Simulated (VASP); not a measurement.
# Li (P1) in VASP: notebook

Li is run at these levels: PBE+D3(BJ); tasks: single point.

All numbers are computed with VASP 6.6.1; they aren't measurements. Logs are shortened: lines on timing, memory, paths and dates and some standing lists are left out, and cuts for length are marked.

### 1 The cell of the first run

The typed cell holds 16 atoms: a = 6.980 Å, b = 6.980 Å, c = 6.980 Å, α = 90.00°, β = 90.00°, γ = 90.00°.

### 2 Single point, PBE+D3(BJ)

INCAR reads:

```
SYSTEM = Li
PREC = Accurate
ENCUT = 520
EDIFF = 1E-6
ISMEAR = -1
SIGMA = 0.1
LREAL = Auto
LASPH = .TRUE.
NELM = 80
ALGO = Normal
ISIF = 2
LWAVE = .FALSE.
LCHARG = .FALSE.
GGA = PE
IVDW = 12
NBANDS = 38
```

KPOINTS reads:

```
regular mesh
0
G
  3 3 3
  0 0 0
```

POSCAR reads:

```
Li
1.0
    6.9800000000      0.0000000000      0.0000000000
    0.0000000000      6.9800000000      0.0000000000
    0.0000000000      0.0000000000      6.9800000000
Li
16
Direct
   -0.0090544413      0.0674355301      0.0010744986
    0.5124641834      0.0453295129      0.0296561605
    0.0358022923      0.4849713467     -0.0040830946
   -0.0546991404     -0.0059742120      0.5500429799
    0.2197421203      0.2126504298      0.3006160458
    0.4411604585      0.4741833811      0.0442979943
    0.5087392550     -0.0297851003      0.5215042980
    0.7777363897      0.2728510029      0.3103438395
   -0.0010171920      0.5042263610      0.5334670487
    0.1956160458      0.7897564470      0.2165329513
    0.2382234957      0.2045845272      0.7408022923
    0.4842979943      0.5089111748      0.4994699140
    0.7655873926      0.7323782235      0.2341117479
    0.6632951289      0.2174068768      0.7659025788
    0.3101719198      0.7832951289      0.7937679083
    0.7472063037      0.7696991404      0.7775214900
```

Potentials or basis: VASP PAW PBE potentials, release 64 (Li_sv).

Started as:

```bash
cat potpaw_PBE.64/Li_sv/POTCAR > POTCAR
mpirun -np 1 vasp_std > vasp.out
```

OUTCAR:

```text
SYSTEM = Li
   PREC = Accurate
   ENCUT = 520
   EDIFF = 1E-6
   ISMEAR = -1
   LREAL = Auto
   LASPH = .TRUE.
   NELM = 80
   ISIF = 2
   GGA = PE
   IVDW = 12
 IVDW          = 12

 ion  position               nearest neighbor table
   1  0.991  0.067  0.001-
   2  0.512  0.045  0.030-  14 2.44
   3  0.036  0.485  0.996-
   4  0.945  0.994  0.550-
   5  0.220  0.213  0.301-
   6  0.441  0.474  0.044-
   7  0.509  0.970  0.522-
   8  0.778  0.273  0.310-
   9  0.999  0.504  0.533-
  10  0.196  0.790  0.217-
  11  0.238  0.205  0.741-
  12  0.484  0.509  0.499-
  13  0.766  0.732  0.234-
  14  0.663  0.217  0.766-   2 2.44
  15  0.310  0.783  0.794-
  16  0.747  0.770  0.778-

  LATTYP: Found a simple cubic cell.
 ALAT       =     6.9800000000

  Lattice vectors:

 A1 = (   6.9800000000,   0.0000000000,   0.0000000000)
 A2 = (   0.0000000000,   6.9800000000,   0.0000000000)
 A3 = (   0.0000000000,   0.0000000000,   6.9800000000)

Analysis of symmetry for initial positions (statically):
=====================================================================
 Subroutine PRICEL returns:
 Original cell was already a primitive cell.

 Routine SETGRP: Setting up the symmetry group for a
 simple cubic supercell.

 Subroutine GETGRP returns: Found  1 space group operations
 (whereof  1 operations were pure point group operations)
 out of a pool of 48 trial point group operations.

The static configuration has the point symmetry C_1 .

Analysis of symmetry for dynamics (positions and initial velocities):
=====================================================================
 Subroutine PRICEL returns:
 Original cell was already a primitive cell.

 Routine SETGRP: Setting up the symmetry group for a
 simple cubic supercell.

 Subroutine GETGRP returns: Found  1 space group operations
 (whereof  1 operations were pure point group operations)
 out of a pool of 48 trial point group operations.

The dynamic configuration has the point symmetry C_1 .

 Subroutine INISYM returns: Found  1 space group operations
 (whereof  1 operations are pure point group operations),
 and found     1 'primitive' translations
[... 109 lines left out ...]
   LASPH  =      T    aspherical Exc in radial PAW
   ENCUT  =  520.0 eV  38.22 Ry    6.18 a.u.  12.98 12.98 12.98*2*pi/ulx,y,z
   NELM   =     80;   NELMIN=  2; NELMDL= -5     # of ELM steps
   EDIFF  = 0.1E-05   stopping-criterion for ELM
   LREAL  =      T    real-space projection
   EDIFFG = 0.1E-04   stopping-criterion for IOM
   NSW    =      0    number of steps for IOM
   IBRION =     -1    ionic relax: 0-MD 1-quasi-New 2-CG
   NFREE  =      0    steps in history (QN), initial steepest desc. (CG)
   ISIF   =      2    stress and relaxation
   ISYM   =      2    0-nonsym 1-usesym 2-fastsym
   POTIM  = 0.5000    time-step for ionic-motion
   TEBEG  =    0.0;   TEEND  =   0.0 temperature during run
   PSTRESS=    0.0 pullay stress
   NELECT =      48.0000    total number of electrons
   NUPDOWN=      -1.0000    fix difference up-down
   EMIN   =  10.00;   EMAX   =-10.00  energy-range for DOS
   EFERMI =   0.00;   METHOD = LEGACY
   ISMEAR =    -1;   SIGMA  =   0.10  broadening in eV -4-tet -1-fermi 0-gaus
   EFERMI_NEDOS =   21; number of points for ismear=-14 and -15
   IALGO  =     38    algorithm
   IMIX   =      4    mixing-type and parameters
     AMIX     =   0.40;   BMIX     =  1.00
     AMIX_MAG =   1.60;   BMIX_MAG =  1.00
  volume/ion in A,a.u.               =      21.25       143.43
  Fermi-wavevector in a.u.,A,eV,Ry     =   0.852380  1.610764  9.885331  0.726551
  Thomas-Fermi vector in A             =   1.968659
   LORBIT       =      0    0 simple, 1 ext, 2 COOP (PROOUT), +10 PAW based schemes
   GGA     = PE    functional components
   LHFCALC =     F    Hartree Fock is set to
   AEXX    =    0.0000 exact exchange contribution
   IVDW    =    12    specifies the selected vdW correction
   LEPSILON=     F    determine dielectric tensor
   LRPA    =     F    only Hartree local field effects (RPA)
 non-spin polarized calculation
  energy-cutoff  :      520.00
  volume of cell :      340.07
 maximum number of plane-waves:      9180
 NGX is ok and might be reduce to    54
   NGX = 25   NGY = 25   NGZ = 25

 number of electron      48.0000001 magnetization

 Free energy of the ion-electron system (eV)
  ---------------------------------------------------
  ext. energy  EPLUGINS =         0.00000000
  ---------------------------------------------------
  free energy    TOTEN  =       -29.85105809 eV

  energy without entropy =      -29.59306322  energy(sigma->0) =      -29.72206065

 E-fermi :   0.4439     XC(G=0):  -6.9149

 val. band max:        0.4397854588   @ k =  -0.3333   0.3333   0.0000
 cond. band min:       0.4460124163   @ k =   0.3333   0.3333   0.0000
 fundamental gap:      0.0062269576
 Fermi energy:         0.4439394401

 k-point     1 :       0.0000    0.0000    0.0000
  band No.  band energies     occupation
      1     -46.2811      2.00000
      2     -46.2667      2.00000
      3     -46.2349      2.00000
      4     -46.2132      2.00000
      5     -46.2023      2.00000
      6     -46.1966      2.00000
[... 535 lines left out ...]
     35       3.5613      0.00000
     36       4.0930      0.00000
 [bands above 36 left out]

------------------------ aborting loop because EDIFF is reached ----------------------------------------

 Edisp (eV)   -2.58095

 E8    (eV) :    -1.0770

  FORCE on cell =-STRESS in cart. coord.  units (eV):
  Direction    XX          YY          ZZ          XY          YZ          ZX
  --------------------------------------------------------------------------------------
  -------------------------------------------------------------------------------------
  Total      -3.54930    -3.08004    -2.76927     0.15186    -0.28171    -0.56475
  in kB     -16.72196   -14.51111   -13.04698     0.71548    -1.32723    -2.66072
  external pressure =      -14.76 kB  Pullay stress =        0.00 kB

 VOLUME and BASIS-vectors are now :
 -----------------------------------------------------------------------------
  energy-cutoff  :      520.00
  volume of cell :      340.07
      direct lattice vectors                 reciprocal lattice vectors
     6.980000000  0.000000000  0.000000000     0.143266476  0.000000000  0.000000000
     0.000000000  6.980000000  0.000000000     0.000000000  0.143266476  0.000000000
     0.000000000  0.000000000  6.980000000     0.000000000  0.000000000  0.143266476

 POSITION                                       TOTAL-FORCE (eV/Angst)
 -----------------------------------------------------------------------------------
      6.91680      0.47070      0.00750        -0.226975     -0.259498     -0.002819
      3.57700      0.31640      0.20700        -0.146320     -0.332036      0.507272
      0.24990      3.38510      6.95150        -0.280206     -0.032242     -0.080066
      6.59820      6.93830      3.83930         0.268826     -0.082868     -0.191641
      1.53380      1.48430      2.09830         0.146127      0.141959      0.028018
      3.07930      3.30980      0.30920         0.259218      0.012679     -0.009487
[... 8 lines left out ...]
      2.16500      5.46740      5.54050        -0.373812     -0.113626     -0.001807
      5.21550      5.37250      5.42710        -0.048911     -0.370802      0.307338
 -----------------------------------------------------------------------------------
    total drift:                                0.008909     -0.002898     -0.000207

  FREE ENERGIE OF THE ION-ELECTRON SYSTEM (eV)
  ---------------------------------------------------
  free  energy   TOTEN  =       -32.4320093579 eV

  energy  without entropy=      -32.1740144868  energy(sigma->0) =      -32.30301192
```

stdout:

```text
POSCAR found type information on POSCAR Li
 POSCAR found :  1 types and      16 ions
 scaLAPACK will be used
 LDA part: xc-table for (Slater+PW92), standard interpolation
 POSCAR, INCAR and KPOINTS ok, starting setup
 FFT: planning ... GRIDC
 FFT: planning ... GRID_SOFT
 FFT: planning ... GRID
 WAVECAR not read
 entering main loop
```

It took 7.5 min on 1 thread of Intel Xeon 8259CL, shared host; peak memory 0.41 GiB.

What came out:

* Free energy: -32.4320 eV
* Largest force: 0.814 eV/Å
* Band gap on the k mesh: zero (bands 24 and 25 overlap by 0.45 eV)
* Dispersion energy per atom: -0.161 eV

Forces on the atoms (eV/Å):
```
Li  -0.227 -0.259 -0.003
Li  -0.146 -0.332  0.507
Li  -0.280 -0.032 -0.080
Li   0.269 -0.083 -0.192
Li   0.146  0.142  0.028
Li   0.259  0.013 -0.009
Li  -0.062 -0.003 -0.555
Li  -0.201 -0.092 -0.251
Li   0.138  0.172  0.126
Li   0.150 -0.060  0.338
Li   0.132  0.231 -0.057
Li  -0.080  0.051  0.044
Li  -0.144  0.109  0.019
Li   0.469  0.628 -0.222
Li  -0.374 -0.114 -0.002
Li  -0.049 -0.371  0.307
```

Levels at points of the mesh, in eV from the Fermi level:
| k point | band 21 | band 22 | band 23 | band 24 | band 25 | band 26 | band 27 | band 28 |
| --- | --- | --- | --- | --- | --- | --- | --- | --- |
| (0.00, 0.00, 0.00) | -1.07 | -0.98 | -0.97 | 0.27 | 0.31 | 0.37 | 0.38 | 0.45 |

Caveat: the cutoff is under 1.25 times the usual one of these potentials, so pressure, stress and relaxed cells hold a basis-set (Pulay) error.

### 3 Single point, PBE+D3(BJ)

INCAR reads:

```
SYSTEM = Li
ALGO = Normal ; EDIFF = 1E-6
ENCUT = 520 ; GGA = PE
ISIF = 2 ; ISMEAR = -1
IVDW = 12 ; LASPH = .True.
LCHARG = .True. ; LELF = .True.
LREAL = Auto ; LVHAR = .True.
LWAVE = .False. ; NBANDS = 38
NELM = 100 ; PREC = Accurate
SIGMA = 0.1
```

KPOINTS reads:

```
k-points
0
Gamma
  3 3 3
  0 0 0
```

POSCAR reads:

```
Li
1.0
    6.9800000000      0.0000000000      0.0000000000
    0.0000000000      6.9800000000      0.0000000000
    0.0000000000      0.0000000000      6.9800000000
Li
16
Direct
    0.0142120344     -0.0237822350      0.0767908309
    0.5759742120      0.0583524355      0.1226361032
    0.0242979943      0.5270773639      0.0058595989
   -0.0164040115     -0.0302435530      0.5431232092
    0.1861747851      0.2480372493      0.2603868195
    0.4612750716      0.5037822350      0.0440974212
    0.5487106017      0.0374498567      0.5729942693
    0.7961174785      0.3161891117      0.3043553009
    0.0898280802      0.5279226361      0.5543553009
    0.2802148997      0.7842550143      0.2795272206
    0.2830229226      0.2283810888      0.7685100287
    0.5113180516      0.5274212034      0.5974785100
    0.7874928367      0.7196418338      0.2908595989
    0.8245988539      0.2301575931      0.8313896848
    0.2345558739      0.7935530086      0.7864613181
    0.7476647564      0.8148280802      0.8520343840
```

Potentials or basis: VASP PAW PBE potentials, release 64 (Li_sv).

Started as:

```bash
cat potpaw_PBE.64/Li_sv/POTCAR > POTCAR
mpirun -np 1 vasp_std > vasp.out
```

Run time: 7.2 min. Hardware: 1 thread of Intel Xeon 8259CL, shared host; peak memory 0.41 GiB.

The run converged. Its results:

```yaml
Free_energy: -32.2498 eV
Largest_force: 0.557 eV/Å
Band_gap_on_the_k_mesh: zero (bands 24 and 25 overlap by 0.44 eV)
Dispersion_energy_per_atom: -0.161 eV
```

Forces on the atoms (eV/Å):
```
Li  -0.037  0.123 -0.114
Li  -0.331 -0.077 -0.154
Li   0.006  0.030  0.024
Li   0.003  0.222 -0.164
Li   0.472  0.106  0.277
Li   0.231 -0.036 -0.037
Li  -0.041 -0.137 -0.383
Li  -0.106 -0.084  0.197
Li  -0.350 -0.115 -0.067
Li   0.182 -0.090  0.235
Li  -0.240 -0.056  0.320
Li   0.245  0.000 -0.190
Li  -0.153  0.079  0.107
Li  -0.099  0.314 -0.139
Li   0.393  0.180  0.270
Li  -0.173 -0.460 -0.180
```

Levels at points of the mesh, in eV from the Fermi level:
```
           k point  band 20  band 21  band 22  band 23  band 24  band 25  band 26  band 27  band 28  band 29
(0.00, 0.00, 0.00)    -1.13    -1.11    -1.03    -0.95     0.25     0.31     0.38     0.42     0.46     0.52
```

Caveat: the cutoff is under 1.25 times the usual one of these potentials, so pressure, stress and relaxed cells hold a basis-set (Pulay) error.

### 4 Single point, PBE+D3(BJ)

INCAR reads:

```
SYSTEM = Li
PREC = Accurate ; ENCUT = 520
EDIFF = 1E-6 ; ISMEAR = -1
SIGMA = 0.1 ; LREAL = Auto
LASPH = .True. ; NELM = 60
ALGO = Normal ; ISIF = 2
LWAVE = .False. ; LCHARG = .True.
GGA = PE ; IVDW = 12
LELF = .True. ; LVHAR = .True.
NBANDS = 38
```

KPOINTS reads:

```
Automatic mesh
0
Gamma
  3 3 3
  0 0 0
```

POSCAR reads:

```
Li
1.0
    6.9800000000      0.0000000000      0.0000000000
    0.0000000000      6.9800000000      0.0000000000
    0.0000000000      0.0000000000      6.9800000000
Li
16
Direct
    0.0207449857     -0.0448137536      0.0409885387
    0.5851289398      0.0438108883      0.0758739255
    0.0551289398      0.5340687679      0.1294126074
   -0.0122206304     -0.0221633238      0.5017478510
    0.2918624642      0.2409169054      0.3971776504
    0.5580229226      0.4347564470     -0.0238252149
    0.5856160458     -0.0223065903      0.6459312321
    0.8248424069      0.2790544413      0.2646131805
    0.1043696275      0.5500573066      0.5914756447
    0.3212750716      0.7821633238      0.3366189112
    0.2610458453      0.3201146132      0.7862464183
    0.5616045845      0.4934527221      0.5323352436
    0.6875071633      0.7405014327      0.2214613181
    0.8300000000      0.2572063037      0.7632378223
    0.3364183381      0.7421919771      0.8043266476
    0.7939684814      0.6554297994      0.7760028653
```

Potentials or basis: VASP PAW PBE potentials, release 64 (Li_sv).

Started as:

```bash
cat potpaw_PBE.64/Li_sv/POTCAR > POTCAR
mpirun -np 1 vasp_std > vasp.out
```

OUTCAR:

```text
SYSTEM = Li
   PREC = Accurate
   ENCUT = 520
   EDIFF = 1E-6
   ISMEAR = -1
   LREAL = Auto
   LASPH = .True.
   NELM = 60
   ISIF = 2
   GGA = PE
   IVDW = 12
 IVDW          = 12

 ion  position               nearest neighbor table
   1  0.021  0.955  0.041-
   2  0.585  0.044  0.076-  13 2.45
   3  0.055  0.534  0.129-   8 2.58
   4  0.988  0.978  0.502-
   5  0.292  0.241  0.397-
   6  0.558  0.435  0.976-  11 2.59
   7  0.586  0.978  0.646-
[... 773 lines left out ...]
  -------------------------------------------------------------------------------------
  Total      -1.57796    -0.82360    -4.70915     0.63657    -1.11712    -0.31266
  in kB      -7.43430    -3.88024   -22.18641     2.99910    -5.26313    -1.47307
  external pressure =      -11.17 kB  Pullay stress =        0.00 kB

 VOLUME and BASIS-vectors are now :
 -----------------------------------------------------------------------------
  energy-cutoff  :      520.00
  volume of cell :      340.07
      direct lattice vectors                 reciprocal lattice vectors
     6.980000000  0.000000000  0.000000000     0.143266476  0.000000000  0.000000000
     0.000000000  6.980000000  0.000000000     0.000000000  0.143266476  0.000000000
     0.000000000  0.000000000  6.980000000     0.000000000  0.000000000  0.143266476

 POSITION                                       TOTAL-FORCE (eV/Angst)
 -----------------------------------------------------------------------------------
      0.14480      6.66720      0.28610         0.140216      0.172855     -0.188351
      4.08420      0.30580      0.52960        -0.414272      0.145556     -0.271690
      0.38480      3.72780      0.90330         0.249184      0.030984     -0.268317
      6.89470      6.82530      3.50220         0.017809     -0.217827      0.032712
      2.03720      1.68160      2.77230         0.118064     -0.205699     -0.474183
      3.89500      3.03460      6.81370        -0.198799      0.196128      0.450544
[... 8 lines left out ...]
      2.34820      5.18050      5.61420        -0.045036      0.217240      0.379728
      5.54190      4.57490      5.41650         0.234018      0.529119      0.374701
 -----------------------------------------------------------------------------------
    total drift:                               -0.007976      0.007227      0.001775

  FREE ENERGIE OF THE ION-ELECTRON SYSTEM (eV)
  ---------------------------------------------------
  free  energy   TOTEN  =       -31.4964741509 eV

  energy  without entropy=      -31.2530632212  energy(sigma->0) =      -31.37476869
```

It took 8.2 min on 1 thread of Intel Xeon 8259CL, shared host; peak memory 0.41 GiB.

What came out:

```
Free energy                : -31.4965 eV
Largest force              : 0.927 eV/Å
Band gap on the k mesh     : zero (bands 24 and 25 overlap by 0.46 eV)
Dispersion energy per atom : -0.162 eV
```

Forces on the atoms (eV/Å):
```
Li   0.140  0.173 -0.188
Li  -0.414  0.146 -0.272
Li   0.249  0.031 -0.268
Li   0.018 -0.218  0.033
Li   0.118 -0.206 -0.474
Li  -0.199  0.196  0.451
Li  -0.169  0.226 -0.355
Li  -0.047 -0.063  0.392
Li  -0.513  0.195 -0.686
Li  -0.076  0.050 -0.079
Li  -0.001 -0.806  0.458
Li  -0.049 -0.095 -0.167
Li   0.484 -0.310  0.275
Li   0.269 -0.065  0.126
Li  -0.045  0.217  0.380
Li   0.234  0.529  0.375
```

Levels at points of the mesh, in eV from the Fermi level:
```tsv
k point	band 21	band 22	band 23	band 24	band 25	band 26	band 27	band 28
(0.00, 0.00, 0.00)	-1.09	-0.94	-0.93	0.30	0.32	0.39	0.44	0.48
```

Caveat: the cutoff is under 1.25 times the usual one of these potentials, so pressure, stress and relaxed cells hold a basis-set (Pulay) error.

### 5 Summary

| cell | gap on the mesh (eV) | largest force (eV/Å) |
| --- | --- | --- |
| as given, atomic positions A | none | 0.81 |
| as given, atomic positions B | none | 0.56 |
| as given, atomic positions C | none | 0.93 |

Alike in all rows: task single point; level PBE+D3(BJ); potentials or basis VASP PAW PBE potentials, release 64 (Li_sv); no spin polarisation; k mesh 3 × 3 × 3; cutoff (eV) 520; smearing fermi-dirac 0.1 eV.

Caveats: the cutoff is under 1.25 times the usual one of these potentials, so pressure, stress and relaxed cells hold a basis-set (Pulay) error.

Absolute energies hang on the potentials; compare differences alone.

The gap in the log of VASP goes by the Fermi energy; the results here count the filled bands.